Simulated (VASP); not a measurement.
Crystal: KCl.

```
CELL_PARAMETERS angstrom
3.77117 0.00000 0.00000
0.00000 3.77117 0.00000
0.00000 0.00000 3.77117
ATOMIC_POSITIONS crystal
K 0.00000 0.00000 0.00000
Cl 0.50000 0.50000 0.50000
```

Base run:

* Program: VASP 6.6.1
* Functional: HSE06
* Potentials or basis: VASP PAW PBE potentials, release 64 (K_sv, Cl)
* Cutoff: 520 eV
* k mesh: 4 × 4 × 4
* Occupations: gaussian, width 0.01 eV
* Spin: no spin polarisation

Its results: band gap on the k mesh 6.36 eV, indirect (least direct gap 6.59 eV); pressure 0.7 GPa.

Problem. The run is repeated on the same cell with these changes: functional from HSE06 to r2SCAN; k mesh from 4 × 4 × 4 to 6 × 6 × 6. What comes out?

Solution. Band gap on the k mesh 5.81 eV, indirect (least direct gap 6.02 eV); pressure 0.0 GPa.

Several settings changed at once, so the effect can't be laid on one alone.

Caveats: the PAW data sets were made with another functional, which shifts forces and pressure a little.

A k mesh can miss the band edges.
